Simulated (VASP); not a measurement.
# Ga16P16H (a cell with a defect) in VASP: a series of runs, part 2 of 2

VASP 6.6.1.

## 3. Single point, PBE (with an interstitial atom, then relaxed in part)

Contents of INCAR:

```
SYSTEM = Ga16P16H
PREC = Accurate ; ENCUT = 520
EDIFF = 1E-6 ; ISMEAR = 0
SIGMA = 0.01 ; LREAL = Auto
LASPH = .True. ; NELM = 100
ALGO = Normal ; ISIF = 2
LWAVE = .False. ; LCHARG = .True.
GGA = PE ; LELF = .True.
LVHAR = .True. ; NELECT = 290.0
NBANDS = 166
```

Contents of KPOINTS:

```
regular mesh
0
Gamma
  3 3 3
  0 0 0
```

Contents of POSCAR:

```
Ga16P16H
1.0
   -5.5051169764      5.5051169764     -5.5051169764
    5.5051169764     -5.5051169764     -5.5051169764
   -5.5051169764     -5.5051169764      5.5051169764
Ga P H
16 16 1
Direct
    0.0000000000      0.2500000000      0.7500000000
    0.7500000000      0.2500000000      1.0000000000
    0.5000000000      0.2492858153      0.2492858153
    0.2500000000      0.0000000000      0.7500000000
    0.2492858153      0.2492858153      0.5000000000
    0.9945573850      0.9945573850      0.9945573850
    0.7500000000      0.0000000000      0.2500000000
    0.5000000000      0.7507141847      0.7507141847
    0.5000000000      0.0054426150      0.5000000000
    0.2500000000      0.7500000000      1.0000000000
    0.0000000000      0.7500000000      0.2500000000
    0.7507141847      0.5000000000      0.7507141847
    0.7507141847      0.7507141847      0.5000000000
    0.5000000000      0.5000000000      1.0054426150
    0.2492858153      0.5000000000      0.2492858153
    0.0054426150      0.5000000000      0.5000000000
    0.0005818376      0.5000000000      0.7498911615
    0.7498911615      0.5000000000      0.0005818376
    0.5000000000      0.5000000000      0.2564413599
    0.2501088385      0.2501088385      0.7506906761
    0.2564413599      0.5000000000      0.5000000000
   -0.0005818376      0.2493093239     -0.0005818376
    0.7506906761      0.2501088385      0.2501088385
    0.5000000000      0.0005818376      0.7498911615
    0.5000000000      0.2564413599      0.5000000000
    0.2493093239     -0.0005818376     -0.0005818376
   -0.0005818376     -0.0005818376      0.2493093239
    0.7435586401      0.7435586401      0.7435586401
    0.7498911615      0.0005818376      0.5000000000
    0.5000000000      0.7498911615      0.0005818376
    0.2501088385      0.7506906761      0.2501088385
    0.0005818376      0.7498911615      0.5000000000
    0.5000000000      0.5000000000      0.5000000000
```

Potentials or basis: VASP PAW PBE potentials, release 64 (Ga_d, P, H).

On the command line:

```
cat potpaw_PBE.64/Ga_d/POTCAR potpaw_PBE.64/P/POTCAR potpaw_PBE.64/H/POTCAR > POTCAR
mpirun -np 1 vasp_std > vasp.out
```

OUTCAR:

```text
SYSTEM = Ga16P16H
   PREC = Accurate
   ENCUT = 520
   EDIFF = 1E-6
   ISMEAR = 0
   LREAL = Auto
   LASPH = .True.
   NELM = 100
   ISIF = 2
   GGA = PE
   NELECT = 290.0

 ion  position               nearest neighbor table
   1  0.000  0.250  0.750-  17 2.38  20 2.38  22 2.38  29 2.38
   2  0.750  0.250  0.000-  18 2.38  22 2.38  23 2.38  24 2.38
   3  0.500  0.249  0.249-  19 2.37  25 2.37  26 2.39  23 2.39
   4  0.250  0.000  0.750-  20 2.38  24 2.38  26 2.38  32 2.38
   5  0.249  0.249  0.500-  21 2.37  25 2.37  20 2.39  27 2.39
   6  0.995  0.995  0.995-  28 2.39  26 2.40  27 2.40  22 2.40
[... 24 lines left out ...]
  31  0.250  0.751  0.250-  10 2.38  11 2.38  15 2.39   9 2.40
  32  0.001  0.750  0.500-  11 2.38   4 2.38  13 2.39  16 2.40
  33  0.500  0.500  0.500-

  LATTYP: Found a body centered cubic cell.
 ALAT       =    11.0102339528

  Lattice vectors:

 A1 = (  -5.5051169764,   5.5051169764,  -5.5051169764)
 A2 = (   5.5051169764,  -5.5051169764,  -5.5051169764)
 A3 = (  -5.5051169764,  -5.5051169764,   5.5051169764)

Analysis of symmetry for initial positions (statically):
=====================================================================
 Subroutine PRICEL returns:
 Original cell was already a primitive cell.

 Routine SETGRP: Setting up the symmetry group for a
 body centered cubic supercell.

 Subroutine GETGRP returns: Found 24 space group operations
 (whereof  6 operations were pure point group operations)
 out of a pool of 48 trial point group operations.

The static configuration has the point symmetry C_3v.
 The point group associated with its full space group is T_d .

Analysis of symmetry for dynamics (positions and initial velocities):
=====================================================================
 Subroutine PRICEL returns:
 Original cell was already a primitive cell.

 Routine SETGRP: Setting up the symmetry group for a
 body centered cubic supercell.

 Subroutine GETGRP returns: Found 24 space group operations
 (whereof  6 operations were pure point group operations)
 out of a pool of 48 trial point group operations.

The dynamic configuration has the point symmetry C_3v.
 The point group associated with its full space group is T_d .

 Subroutine INISYM returns: Found 24 space group operations
 (whereof  6 operations are pure point group operations),
 and found     1 'primitive' translations

----------------------------------------------------------------------------------------

                                     Primitive cell

  volume of cell :     667.3592

  direct lattice vectors                    reciprocal lattice vectors
    -5.505116976  5.505116976 -5.505116976    -0.090824591  0.000000000 -0.090824591
     5.505116976 -5.505116976 -5.505116976     0.000000000 -0.090824591 -0.090824591
    -5.505116976 -5.505116976  5.505116976    -0.090824591 -0.090824591  0.000000000

  length of vectors
     9.535142305  9.535142305  9.535142305     0.128445369  0.128445369  0.128445369

  position of ions in fractional coordinates (direct lattice)
     0.000000000  0.250000000  0.750000000
     0.750000000  0.250000000  0.000000000
     0.500000000  0.249285815  0.249285815
     0.250000000  0.000000000  0.750000000
     0.249285815  0.249285815  0.500000000
     0.994557385  0.994557385  0.994557385
[... 93 lines left out ...]
  0.333333  0.000000  0.000000     12.000000
  0.333333  0.333333  0.000000      8.000000
 -0.333333  0.333333  0.333333      6.000000
   k-points           NKPTS =      4   k-points in BZ     NKDIM =      4   number of bands    NBANDS=    166
   number of dos      NEDOS =    301   number of ions     NIONS =     33
   total plane-waves  NPLWV = 373248
   dimension x,y,z NGX =    72 NGY =   72 NGZ =   72
   dimension x,y,z NGXF=   144 NGYF=  144 NGZF=  144
   ions per type =              16  16   1
   NGX,Y,Z   is equivalent  to a cutoff of  12.55, 12.55, 12.55 a.u.
   NGXF,Y,Z  is equivalent  to a cutoff of  25.11, 25.11, 25.11 a.u.
 SYSTEM =  Ga16P16H
   PREC   = accura    normal or accurate (medium, high low for compatibility)
   ISTART =      0    job   : 0-new  1-cont  2-samecut
   ICHARG =      2    charge: 1-file 2-atom 10-const
   ISPIN  =      1    spin polarized calculation?
   LNONCOLLINEAR =      F non collinear calculations
   LSORBIT =      F    spin-orbit coupling
   LASPH  =      T    aspherical Exc in radial PAW
   ENCUT  =  520.0 eV  38.22 Ry    6.18 a.u.  17.73 17.73 17.73*2*pi/ulx,y,z
   NELM   =    100;   NELMIN=  2; NELMDL= -5     # of ELM steps
   EDIFF  = 0.1E-05   stopping-criterion for ELM
   LREAL  =      T    real-space projection
   EDIFFG = 0.1E-04   stopping-criterion for IOM
   NSW    =      0    number of steps for IOM
   IBRION =     -1    ionic relax: 0-MD 1-quasi-New 2-CG
   NFREE  =      0    steps in history (QN), initial steepest desc. (CG)
   ISIF   =      2    stress and relaxation
   ISYM   =      2    0-nonsym 1-usesym 2-fastsym
   POTIM  = 0.5000    time-step for ionic-motion
   TEBEG  =    0.0;   TEEND  =   0.0 temperature during run
   PSTRESS=    0.0 pullay stress
   NELECT =     290.0000    total number of electrons
   NUPDOWN=      -1.0000    fix difference up-down
   EMIN   =  10.00;   EMAX   =-10.00  energy-range for DOS
   EFERMI =   0.00;   METHOD = LEGACY
   ISMEAR =     0;   SIGMA  =   0.01  broadening in eV -4-tet -1-fermi 0-gaus
   EFERMI_NEDOS =   21; number of points for ismear=-14 and -15
   IALGO  =     38    algorithm
   IMIX   =      4    mixing-type and parameters
     AMIX     =   0.40;   BMIX     =  1.00
     AMIX_MAG =   1.60;   BMIX_MAG =  1.00
  volume/ion in A,a.u.               =      20.22       136.47
  Fermi-wavevector in a.u.,A,eV,Ry     =   1.239998  2.343256 20.920247  1.537595
  Thomas-Fermi vector in A             =   2.374457
   LORBIT       =      0    0 simple, 1 ext, 2 COOP (PROOUT), +10 PAW based schemes
   GGA     = PE    functional components
   LHFCALC =     F    Hartree Fock is set to
   AEXX    =    0.0000 exact exchange contribution
   IVDW    =     0    specifies the selected vdW correction
   LEPSILON=     F    determine dielectric tensor
   LRPA    =     F    only Hartree local field effects (RPA)
 non-spin polarized calculation
 Gauss-broadening in eV      SIGMA  =   0.01
  energy-cutoff  :      520.00
  volume of cell :      667.36
 maximum number of plane-waves:     18017
   NGX = 35   NGY = 35   NGZ = 35

 number of electron     290.0000135 magnetization

 Free energy of the ion-electron system (eV)
  ---------------------------------------------------
  ext. energy  EPLUGINS =         0.00000000
  ---------------------------------------------------
  free energy    TOTEN  =      -142.11008313 eV

  energy without entropy =     -142.11008313  energy(sigma->0) =     -142.11008313

 E-fermi :   5.2719     XC(G=0):  -9.7626

 val. band max:        5.1866765779   @ k =   0.3333   0.0000   0.0000
 cond. band min:       5.9274907042   @ k =   0.0000   0.0000   0.0000
 fundamental gap:      0.7408141263
 Fermi energy:         5.2718757869

 k-point     1 :       0.0000    0.0000    0.0000
  band No.  band energies     occupation
      1     -10.2554      2.00000
      2     -10.2554      2.00000
      3     -10.2554      2.00000
      4     -10.2388      2.00000
      5     -10.2388      2.00000
      6     -10.2388      2.00000
[... 629 lines left out ...]
    156       7.6346      0.00000
    157       7.8137      0.00000
 [bands above 157 left out]

------------------------ aborting loop because EDIFF is reached ----------------------------------------

  FORCE on cell =-STRESS in cart. coord.  units (eV):
  Direction    XX          YY          ZZ          XY          YZ          ZX
  --------------------------------------------------------------------------------------
  -------------------------------------------------------------------------------------
  Total       10.2126016     10.2126016     10.2126016      0.0000000      0.0000000      0.0000000
  in kB       24.5181292     24.5181292     24.5181292      0.0000000      0.0000000      0.0000000
  external PRESSURE =      24.5181292 kB  Pullay stress =       0.0000000 kB

 VOLUME and BASIS-vectors are now :
 -----------------------------------------------------------------------------
  energy-cutoff  :      520.00
  volume of cell :      667.36
      direct lattice vectors                 reciprocal lattice vectors
    -5.505116976  5.505116976 -5.505116976    -0.090824591  0.000000000 -0.090824591
     5.505116976 -5.505116976 -5.505116976     0.000000000 -0.090824591 -0.090824591
    -5.505116976 -5.505116976  5.505116976    -0.090824591 -0.090824591  0.000000000

 POSITION                                       TOTAL-FORCE (eV/Angst)
 -----------------------------------------------------------------------------------
     -2.75256     -5.50512      2.75256         0.000000     -0.000000     -0.000000
     -2.75256      2.75256     -5.50512         0.000000     -0.000000     -0.000000
     -2.75256      0.00786     -2.75256         0.000000      0.006750     -0.000000
     -5.50512     -2.75256      2.75256         0.000000     -0.000000     -0.000000
     -2.75256     -2.75256      0.00786         0.000000     -0.000000      0.006750
     -5.47515     -5.47515     -5.47515         0.002855      0.002855      0.002855
[... 25 lines left out ...]
      1.37248     -6.87759     -1.37888         0.004128     -0.004128     -0.000419
     -2.75256     -2.75256     -2.75256         0.000000     -0.000000     -0.000000
 -----------------------------------------------------------------------------------
    total drift:                                0.000046      0.000046      0.000043

  FREE ENERGIE OF THE ION-ELECTRON SYSTEM (eV)
  ---------------------------------------------------
  free  energy   TOTEN  =      -142.1100831334 eV

  energy  without entropy=     -142.1100831334  energy(sigma->0) =     -142.11008313
```

It took 12 min on 1 thread of Intel Xeon Platinum 8375C at 2.90GHz (Ice Lake), shared host; peak memory 0.89 GiB.

Results:

```yaml
Free_energy: -142.1101 eV
Largest_force: 0.007 eV/Å
```

Forces in eV/Å, atoms in the order of the input:
```
Ga   0.000  0.000  0.000
Ga   0.000  0.000  0.000
Ga   0.000  0.007  0.000
Ga   0.000  0.000  0.000
Ga   0.000  0.000  0.007
Ga   0.003  0.003  0.003
Ga   0.000  0.000  0.000
Ga   0.000 -0.007  0.000
Ga   0.003 -0.003 -0.003
Ga   0.000  0.000  0.000
Ga   0.000  0.000  0.000
Ga  -0.007  0.000  0.000
Ga   0.000  0.000 -0.007
Ga  -0.003 -0.003  0.003
Ga   0.007  0.000  0.000
Ga  -0.003  0.003 -0.003
P    0.000 -0.004  0.004
P    0.000  0.004 -0.004
P   -0.002 -0.002  0.002
P    0.004  0.004  0.000
P   -0.002  0.002 -0.002
P    0.000 -0.004 -0.004
P    0.004  0.000  0.004
P   -0.004  0.000  0.004
P    0.002 -0.002 -0.002
P   -0.004  0.000 -0.004
P   -0.004 -0.004  0.000
P    0.002  0.002  0.002
P   -0.004  0.004  0.000
P    0.004  0.000 -0.004
P    0.000  0.004  0.004
P    0.004 -0.004  0.000
H    0.000  0.000  0.000
```

Levels at points of the mesh, in eV from the Fermi level:
| k point | band 142 | band 143 | band 144 | band 145 | band 146 | band 147 | band 148 | band 149 |
| --- | --- | --- | --- | --- | --- | --- | --- | --- |
| (0.00, 0.00, 0.00) | -0.91 | -0.91 | -0.91 | -0.46 | 0.66 | 0.76 | 0.76 | 0.76 |

Caveat: the cell carries a net charge on a neutralising background, which shifts energy and pressure; the cell differs from its parent crystal (with an interstitial atom, then relaxed in part); the cell is charged against a uniform background, so pressure and absolute levels hang on convention.

## 4. Single point, PBE (with an interstitial atom, then relaxed in part)

Contents of INCAR:

```
  PREC = Accurate
  ENCUT = 520
  EDIFF = 1E-7
  ISMEAR = 0
  SIGMA = 0.01
  LREAL = Auto
  LASPH = True
  NELM = 100
  ALGO = Normal
  ISIF = 2
  LWAVE = False
  LCHARG = True
  GGA = PE
  LELF = True
  LVHAR = True
  NELECT = 288.0
  NBANDS = 166
```

Contents of KPOINTS:

```
Automatic mesh
0
Gamma
  3 3 3
```

Contents of POSCAR:

```
Ga16P16H
1.0
   -5.5051169764      5.5051169764     -5.5051169764
    5.5051169764     -5.5051169764     -5.5051169764
   -5.5051169764     -5.5051169764      5.5051169764
Ga P H
16 16 1
Direct
    0.0000000000      0.2500000000      0.7500000000
    0.7500000000      0.2500000000      1.0000000000
    0.5000000000      0.2470112144      0.2470112144
    0.2500000000      0.0000000000      0.7500000000
    0.2470112144      0.2470112144      0.5000000000
    1.0002658977      1.0002658977      1.0002658977
    0.7500000000      0.0000000000      0.2500000000
    0.5000000000      0.7529887856      0.7529887856
    0.5000000000     -0.0002658977      0.5000000000
    0.2500000000      0.7500000000      1.0000000000
    0.0000000000      0.7500000000      0.2500000000
    0.7529887856      0.5000000000      0.7529887856
    0.7529887856      0.7529887856      0.5000000000
    0.5000000000      0.5000000000      0.9997341023
    0.2470112144      0.5000000000      0.2470112144
   -0.0002658977      0.5000000000      0.5000000000
    0.0015029096      0.5000000000      0.7500170599
    0.7500170599      0.5000000000      0.0015029096
    0.5000000000      0.5000000000      0.2549411036
    0.2499829401      0.2499829401      0.7514858497
    0.2549411036      0.5000000000      0.5000000000
   -0.0015029096      0.2485141503     -0.0015029096
    0.7514858497      0.2499829401      0.2499829401
    0.5000000000      0.0015029096      0.7500170599
    0.5000000000      0.2549411036      0.5000000000
    0.2485141503     -0.0015029096     -0.0015029096
   -0.0015029096     -0.0015029096      0.2485141503
    0.7450588964      0.7450588964      0.7450588964
    0.7500170599      0.0015029096      0.5000000000
    0.5000000000      0.7500170599      0.0015029096
    0.2499829401      0.7514858497      0.2499829401
    0.0015029096      0.7500170599      0.5000000000
    0.5000000000      0.5000000000      0.5000000000
```

On the command line:

```
cat potpaw_PBE.64/Ga_d/POTCAR potpaw_PBE.64/P/POTCAR potpaw_PBE.64/H/POTCAR > POTCAR
mpirun -np 1 vasp_std > vasp.out
```

Wall time 35 min (1 thread of Oxide Virtual Turin-like, shared host); peak memory 0.87 GiB.

The run converged. Its results:

| Property | Result |
| --- | --- |
| Free energy | -151.5827 eV |
| Largest force | 0.022 eV/Å |

Forces on the atoms (eV/Å):
```
Ga   0.000  0.000  0.000
Ga   0.000  0.000  0.000
Ga   0.000 -0.007  0.000
Ga   0.000  0.000  0.000
Ga   0.000  0.000 -0.007
Ga  -0.013 -0.013 -0.013
Ga   0.000  0.000  0.000
Ga   0.000  0.007  0.000
Ga  -0.013  0.013  0.013
Ga   0.000  0.000  0.000
Ga   0.000  0.000  0.000
Ga   0.007  0.000  0.000
Ga   0.000  0.000  0.007
Ga   0.013  0.013 -0.013
Ga  -0.007  0.000  0.000
Ga   0.013 -0.013  0.013
P    0.000  0.009 -0.009
P    0.000 -0.009  0.009
P   -0.007 -0.007  0.007
P   -0.009 -0.009  0.000
P   -0.007  0.007 -0.007
P    0.000  0.009  0.009
P   -0.009  0.000 -0.009
P    0.009  0.000 -0.009
P    0.007 -0.007 -0.007
P    0.009  0.000  0.009
P    0.009  0.009  0.000
P    0.007  0.007  0.007
P    0.009 -0.009  0.000
P   -0.009  0.000  0.009
P    0.000 -0.009 -0.009
P   -0.009  0.009  0.000
H    0.000  0.000  0.000
```

Levels at points of the mesh, in eV from the Fermi level:
| k point | band 141 | band 142 | band 143 | band 144 | band 145 | band 146 | band 147 | band 148 |
| --- | --- | --- | --- | --- | --- | --- | --- | --- |
| (0.00, 0.00, 0.00) | -1.11 | -0.21 | 0.01 | 0.01 | 0.01 | 1.60 | 1.76 | 1.76 |

Caveat: the cell carries a net charge on a neutralising background, which shifts energy and pressure; the cell differs from its parent crystal (with an interstitial atom, then relaxed in part); the cell is charged against a uniform background, so pressure and absolute levels hang on convention.
